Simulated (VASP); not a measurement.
# Al4O (Cmmm) in VASP: relaxation of cell and atoms with PBE

Aim: the relaxation of cell and atoms of Al4O with PBE.

Program: VASP 6.6.1. These are calculated values, not measurements. Logs are shortened: lines on timing, memory, paths and dates and some standing lists are left out, and cuts for length are marked.

## 1. The cell of the first run

It takes space group Cmmm (No. 65, orthorhombic). The conventional cell has a = 2.689 Å, b = 5.107 Å, c = 11.486 Å, α = 90.00°, β = 90.00°, γ = 90.00°. Al (site symmetry mm2) has 8 Al at 2.69 to 2.89 Å within 3.5 Å. Al (site symmetry mm2) has 2 O at 2.00 Å and 2 Al at 2.69 Å within 2.7 Å. Within 2.7 Å of O (site symmetry mmm) lie 4 Al at 2.00 Å and 2 O at 2.69 Å.

The cell was generated, and may not be a known phase.

## 2. Relaxation of cell and atoms, PBE

Contents of INCAR:

```
PREC = Accurate
ENCUT = 600
EDIFF = 1E-6
ISMEAR = 0
SIGMA = 0.1
LREAL = False
LASPH = True
NELM = 100
ALGO = Fast
ISIF = 3
LWAVE = False
LCHARG = False
GGA = PE
IBRION = 2
NSW = 100
EDIFFG = -0.01
```

Contents of KPOINTS:

```
regular mesh
0
Gamma
  16 16 4
```

Contents of POSCAR:

```
Al4O
1.0
    1.3446874684     -2.5532781082      0.0000000000
    1.3446874684      2.5532781082      0.0000000000
    0.0000000000      0.0000000000     11.4856650763
Al O
4 1
Direct
    0.0000000000      0.0000000000      0.3759865170
    0.0000000000      0.0000000000      0.6240134830
    0.0000000000      0.0000000000      0.8714641069
    0.0000000000      0.0000000000      0.1285358931
    0.5000000000      0.5000000000      0.0000000000
```

Potentials or basis: VASP PAW PBE potentials, release 64 (Al, O).

Run with:

```console
cat potpaw_PBE.64/Al/POTCAR potpaw_PBE.64/O/POTCAR > POTCAR
mpirun -np 1 vasp_std > vasp.out
```

OUTCAR:

```text
PREC = Accurate
   ENCUT = 600
   EDIFF = 1E-6
   ISMEAR = 0
   LREAL = False
   LASPH = True
   NELM = 100
   ISIF = 3
   GGA = PE
   IBRION = 2
   NSW = 100
   EDIFFG = -0.01

 ion  position               nearest neighbor table
   1  0.000  0.000  0.376-   4 2.84   2 2.85
   2  0.000  0.000  0.624-   3 2.84   1 2.85
   3  0.000  0.000  0.871-   5 2.00   5 2.00   2 2.84   4 2.95
   4  0.000  0.000  0.129-   5 2.00   5 2.00   1 2.84   3 2.95
   5  0.500  0.500  0.000-   3 2.00   4 2.00   3 2.00   4 2.00

  LATTYP: Found a base centered orthorhombic cell.
 ALAT       =     2.6893749368
 B/A-ratio  =     1.8987892490
 C/A-ratio  =     4.2707563453

  Lattice vectors:

 A1 = (   1.3446874684,  -2.5532781082,   0.0000000000)
 A2 = (   1.3446874684,   2.5532781082,   0.0000000000)
 A3 = (   0.0000000000,   0.0000000000,  11.4856650763)

Analysis of symmetry for initial positions (statically):
=====================================================================
 Subroutine PRICEL returns:
 Original cell was already a primitive cell.

 Routine SETGRP: Setting up the symmetry group for a
 base centered orthorhombic supercell.

 Subroutine GETGRP returns: Found  8 space group operations
 (whereof  8 operations were pure point group operations)
 out of a pool of  8 trial point group operations.

The static configuration has the point symmetry D_2h.

Analysis of symmetry for dynamics (positions and initial velocities):
=====================================================================
 Subroutine PRICEL returns:
 Original cell was already a primitive cell.

 Routine SETGRP: Setting up the symmetry group for a
 base centered orthorhombic supercell.

 Subroutine GETGRP returns: Found  8 space group operations
 (whereof  8 operations were pure point group operations)
 out of a pool of  8 trial point group operations.

The dynamic configuration has the point symmetry D_2h.

 Subroutine INISYM returns: Found  8 space group operations
 (whereof  8 operations are pure point group operations),
 and found     1 'primitive' translations

----------------------------------------------------------------------------------------

                                     Primitive cell

  volume of cell :      78.8689

  direct lattice vectors                    reciprocal lattice vectors
     1.344687468 -2.553278108  0.000000000     0.371833613 -0.195826690  0.000000000
     1.344687468  2.553278108  0.000000000     0.371833613  0.195826690  0.000000000
     0.000000000  0.000000000 11.485665076     0.000000000  0.000000000  0.087065050

  length of vectors
     2.885725816  2.885725816 11.485665076     0.420247937  0.420247937  0.087065050

  position of ions in fractional coordinates (direct lattice)
     0.000000000  0.000000000  0.375986517
     0.000000000  0.000000000  0.624013483
     0.000000000  0.000000000  0.871464107
     0.000000000  0.000000000  0.128535893
     0.500000000  0.500000000  0.000000000

  ion indices of the primitive-cell ions
   primitive index   ion index
                 1           1
                 2           2
                 3           3
                 4           4
                 5           5

----------------------------------------------------------------------------------------

 KPOINTS: regular mesh

Automatic generation of k-mesh.
 Grid dimensions read from file:
 generate k-points for:   16   16    4

 Generating k-lattice:

  Cartesian coordinates                     Fractional coordinates (reciprocal lattice)
     0.023239601 -0.012239168  0.000000000     0.062500000  0.000000000  0.000000000
     0.023239601  0.012239168  0.000000000     0.000000000  0.062500000  0.000000000
     0.000000000  0.000000000  0.021766262     0.000000000  0.000000000  0.250000000

  Length of vectors
     0.026265496  0.026265496  0.021766262

  Shift w.r.t. Gamma in fractional coordinates (k-lattice)
     0.000000000  0.000000000  0.000000000

 Subroutine IBZKPT returns following result:
 ===========================================

 Found    219 irreducible k-points:

 Following reciprocal coordinates:
            Coordinates               Weight
  0.000000  0.000000  0.000000      1.000000
  0.062500  0.000000  0.000000      4.000000
  0.125000  0.000000  0.000000      4.000000
  0.187500  0.000000  0.000000      4.000000
  0.250000  0.000000  0.000000      4.000000
  0.312500  0.000000  0.000000      4.000000
[... 16 lines left out ...]
 -0.125000  0.062500  0.000000      4.000000
 -0.062500  0.062500  0.000000      2.000000
 [... further k-points ...]
   k-points           NKPTS =    219   k-points in BZ     NKDIM =    219   number of bands    NBANDS=     13
   number of dos      NEDOS =    301   number of ions     NIONS =      5
   total plane-waves  NPLWV =  55296
   dimension x,y,z NGX =    24 NGY =   24 NGZ =   96
   dimension x,y,z NGXF=    48 NGYF=   48 NGZF=  192
   ions per type =               4   1
   NGX,Y,Z   is equivalent  to a cutoff of  13.83, 13.83, 13.90 a.u.
   NGXF,Y,Z  is equivalent  to a cutoff of  27.65, 27.65, 27.79 a.u.
 SYSTEM =  unknown system
   PREC   = accura    normal or accurate (medium, high low for compatibility)
   ISTART =      0    job   : 0-new  1-cont  2-samecut
   ICHARG =      2    charge: 1-file 2-atom 10-const
   ISPIN  =      1    spin polarized calculation?
   LNONCOLLINEAR =      F non collinear calculations
   LSORBIT =      F    spin-orbit coupling
   LASPH  =      T    aspherical Exc in radial PAW
   ENCUT  =  600.0 eV  44.10 Ry    6.64 a.u.   5.76  5.76 22.94*2*pi/ulx,y,z
   NELM   =    100;   NELMIN=  2; NELMDL= -5     # of ELM steps
   EDIFF  = 0.1E-05   stopping-criterion for ELM
   LREAL  =      F    real-space projection
   EDIFFG = -.1E-01   stopping-criterion for IOM
   NSW    =    100    number of steps for IOM
   IBRION =      2    ionic relax: 0-MD 1-quasi-New 2-CG
   NFREE  =      1    steps in history (QN), initial steepest desc. (CG)
   ISIF   =      3    stress and relaxation
   ISYM   =      2    0-nonsym 1-usesym 2-fastsym
   POTIM  = 0.5000    time-step for ionic-motion
   TEBEG  =    0.0;   TEEND  =   0.0 temperature during run
   PSTRESS=    0.0 pullay stress
   NELECT =      18.0000    total number of electrons
   NUPDOWN=      -1.0000    fix difference up-down
   EMIN   =  10.00;   EMAX   =-10.00  energy-range for DOS
   EFERMI =   0.00;   METHOD = LEGACY
   ISMEAR =     0;   SIGMA  =   0.10  broadening in eV -4-tet -1-fermi 0-gaus
   EFERMI_NEDOS =   21; number of points for ismear=-14 and -15
   IALGO  =     68    algorithm
   IMIX   =      4    mixing-type and parameters
     AMIX     =   0.40;   BMIX     =  1.00
     AMIX_MAG =   1.60;   BMIX_MAG =  1.00
  volume/ion in A,a.u.               =      15.77       106.45
  Fermi-wavevector in a.u.,A,eV,Ry     =   1.000454  1.890584 13.618183  1.000908
  Thomas-Fermi vector in A             =   2.132811
   LORBIT       =      0    0 simple, 1 ext, 2 COOP (PROOUT), +10 PAW based schemes
   GGA     = PE    functional components
   LHFCALC =     F    Hartree Fock is set to
   AEXX    =    0.0000 exact exchange contribution
   IVDW    =     0    specifies the selected vdW correction
   LEPSILON=     F    determine dielectric tensor
   LRPA    =     F    only Hartree local field effects (RPA)
 conjugate gradient relaxation of ions
 non-spin polarized calculation
 RMM-DIIS sequential band-by-band and
 Gauss-broadening in eV      SIGMA  =   0.10
  energy-cutoff  :      600.00
  volume of cell :       78.87
 maximum number of plane-waves:      2660
   NGX = 11   NGY = 11   NGZ = 45

--------------------------------------- Ionic step        1  -------------------------------------------

 number of electron      18.0000000 magnetization

 Free energy of the ion-electron system (eV)
  ---------------------------------------------------
  ext. energy  EPLUGINS =         0.00000000
  ---------------------------------------------------
  free energy    TOTEN  =       -22.41270894 eV

  energy without entropy =      -22.40537816  energy(sigma->0) =      -22.40904355

------------------------ aborting loop because EDIFF is reached ----------------------------------------

  FORCE on cell =-STRESS in cart. coord.  units (eV):
  Direction    XX          YY          ZZ          XY          YZ          ZX
  --------------------------------------------------------------------------------------
  -------------------------------------------------------------------------------------
  Total       -0.1422905      0.1408578     -0.1386392      0.0000000      0.0000000      0.0000000
  in kB       -2.8905535      2.8614488     -2.8163788      0.0000000      0.0000000      0.0000000
  external PRESSURE =      -0.9484945 kB  Pullay stress =       0.0000000 kB
[... 180 lines left out ...]
  energy  without entropy=      -22.4058657236  energy(sigma->0) =      -22.40976300

--------------------------------------- Ionic step        6  -------------------------------------------

 number of electron      18.0000000 magnetization

 Free energy of the ion-electron system (eV)
  ---------------------------------------------------
  ext. energy  EPLUGINS =         0.00000000
  ---------------------------------------------------
  free energy    TOTEN  =       -22.41371283 eV

  energy without entropy =      -22.40593345  energy(sigma->0) =      -22.40982314

 E-fermi :   6.9290     XC(G=0):  -9.9886

 val. band max:        6.9276274214   @ k =  -0.3125   0.1875   0.5000
 cond. band min:       6.9347967382   @ k =   0.3750   0.1875   0.2500
 fundamental gap:      0.0071693168
 Fermi energy:         6.9290331728

 k-point     1 :       0.0000    0.0000    0.0000
  band No.  band energies     occupation
      1     -14.4902      2.00000
      2      -3.4692      2.00000
      3      -2.6208      2.00000
      4      -0.8083      2.00000
      5      -0.0418      2.00000
      6       2.5724      2.00000
      7       3.3930      2.00000
      8       3.4059      2.00000
      9       4.6462      2.00000
     10       9.2506      0.00000
     11       9.9190      0.00000
     12      14.2468      0.00000
     13      15.4038      0.00000
[... 353 lines left out ...]
 k-point    24 :      -0.0625    0.0625    0.0000
  band No.  band energies     occupation
      1     -14.4593      2.00000
      2      -3.3998      2.00000
      3      -2.5347      2.00000
      4      -0.7296      2.00000
      5       0.0148      2.00000
      6       2.5519      2.00000
      7       3.1583      2.00000
      8       3.4570      2.00000
      9       4.8156      2.00000
     10       9.2587      0.00000
     11      10.0523      0.00000
     12      14.2266      0.00000
     13      15.1516      0.00000

 [... further k-points ...]

------------------------ aborting loop because EDIFF is reached ----------------------------------------

  FORCE on cell =-STRESS in cart. coord.  units (eV):
  Direction    XX          YY          ZZ          XY          YZ          ZX
  --------------------------------------------------------------------------------------
  -------------------------------------------------------------------------------------
  Total        0.0263781     -0.0307139     -0.0061912      0.0000000      0.0000000      0.0000000
  in kB        0.5358284     -0.6239041     -0.1257635      0.0000000      0.0000000      0.0000000
  external PRESSURE =      -0.0712797 kB  Pullay stress =       0.0000000 kB
[... 20 lines left out ...]
  FREE ENERGIE OF THE ION-ELECTRON SYSTEM (eV)
  ---------------------------------------------------
  free  energy   TOTEN  =       -22.4137128292 eV

  energy  without entropy=      -22.4059334475  energy(sigma->0) =      -22.40982314

 reached required accuracy - stopping structural energy minimisation
```

It took 14 min on 1 thread of Oxide Virtual Turin-like, shared host; peak memory 0.38 GiB.

Results:

| Property | Result |
| --- | --- |
| Free energy | -22.4137 eV |
| Energy gained by relaxing | 0.2 meV/atom |
| Ionic steps | 6 |
| Pressure after relaxing | 0.0 GPa |
| Largest force after relaxing | 0.009 eV/Å |
| Band gap on the k mesh | zero (bands 9 and 10 overlap by 2.68 eV) |

Forces in eV/Å, atoms in the order of the input:
```
Al   0.000  0.000  0.009
Al   0.000  0.000 -0.009
Al   0.000  0.000 -0.001
Al   0.000  0.000  0.001
O    0.000  0.000  0.000
```

Stress tensor (GPa, compression positive):
```
 0.05  0.00  0.00
 0.00 -0.06  0.00
 0.00  0.00 -0.01
```

Step by step:
| step | energy change (eV) | largest force (eV/Å) | pressure (GPa) | volume (Å³) |
| --- | --- | --- | --- | --- |
| 1 | 0.0000 | 0.0475 | -0.09 | 78.87 |
| 2 | -0.0005 | 0.0354 | 0.10 | 78.76 |
| 3 | -0.0006 | 0.0551 | 0.23 | 78.68 |
| 4 | -0.0009 | 0.0256 | 0.13 | 78.77 |
| 5 | -0.0010 | 0.0106 | 0.06 | 78.83 |
| 6 | -0.0010 | 0.0094 | -0.01 | 78.87 |

Final structure:
```
CELL_PARAMETERS angstrom
1.34160 -2.56469 0.00000
1.34160 2.56469 0.00000
0.00000 0.00000 11.46144
ATOMIC_POSITIONS crystal
Al 0.00000 0.00000 0.37668
Al 0.00000 0.00000 0.62332
Al 0.00000 0.00000 0.87119
Al 0.00000 0.00000 0.12881
O 0.50000 0.50000 0.00000
```
